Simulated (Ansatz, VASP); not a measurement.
# One calculation of AlCu3, two programs

Contents of INCAR:

```
PREC     = Accurate       # precision mode
ENCUT    = 520            # plane-wave cutoff, eV
EDIFF    = 1E-7           # SCF threshold, eV
ISMEAR   = 0              # smearing method
SIGMA    = 0.1            # smearing width, eV
LREAL    = F              # projectors in reciprocal space
LASPH    = T              # aspherical terms in the spheres
NELM     = 60             # most SCF steps
ALGO     = Fast           # electronic algorithm
ISIF     = 2              # what is computed and relaxed
LWAVE    = F              # write WAVECAR
LCHARG   = F              # write CHGCAR
GGA      = PS             # functional
NBANDS   = 26             # bands
```

The input KPOINTS:

```
Automatic mesh
0
Gamma
  12 12 12
```

Contents of POSCAR:

```
AlCu3
1.0
    3.7031016321      0.0000000000      0.0000000000
    0.0000000000      3.7031016321      0.0000000000
    0.0000000000      0.0000000000      3.7031016321
Al Cu
1 3
Direct
    0.0000000000      0.0000000000      0.0000000000
    0.5000000000      0.5000000000      0.0000000000
    0.5000000000      0.0000000000      0.5000000000
    0.0000000000      0.5000000000      0.5000000000
```

Input for Ansatz:

```yaml
crystal:
  lattice:
    - [3.7031016417, 0.0, 0.0]
    - [0.0, 3.7031016417, 0.0]
    - [0.0, 0.0, 3.7031016417]
  atoms:
    - { symbol: Al, position: [0.0, 0.0, 0.0] }
    - { symbol: Cu, position: [0.5, 0.5, 0.0] }
    - { symbol: Cu, position: [0.5, 0.0, 0.5] }
    - { symbol: Cu, position: [0.0, 0.5, 0.5] }
basis:
  ecutwfc: 420
kpoints:
  mp_grid: { grid: [12, 12, 12] }
hamiltonian:
  xc: pbesol
scf:
  occupations: { method: gaussian, width: 0.1 }
output:
  forces: true
  stress: true
  eigenvalues: true
```

Alike in both runs: task single point; functional PBEsol; k mesh 12 × 12 × 12; occupations gaussian, width 0.1 eV; no spin polarisation.

|  | VASP | Ansatz |
| --- | --- | --- |
| version | VASP 6.6.1 | Ansatz 0.2.0 |
| potentials or method | VASP PAW PBE potentials, release 64 (Al, Cu), cutoff 520 eV | scalar-relativistic, plane waves, PAW |
| valence electrons in the cell | 36 | 60 |

|  | VASP | Ansatz | Ansatz less VASP |
| --- | --- | --- | --- |
| gap on the k mesh at the Fermi level (eV) | none | none | - |
| pressure (GPa) | -7.2 | -7.7 | -0.49 |

VASP's potentials were made for PBE, not for PBEsol. A gap of «none» marks a metal or a gap that the smearing closes. VASP's potentials hold 36 valence electrons a cell and Ansatz's 60, so a difference there can come from the potentials and not from the codes.
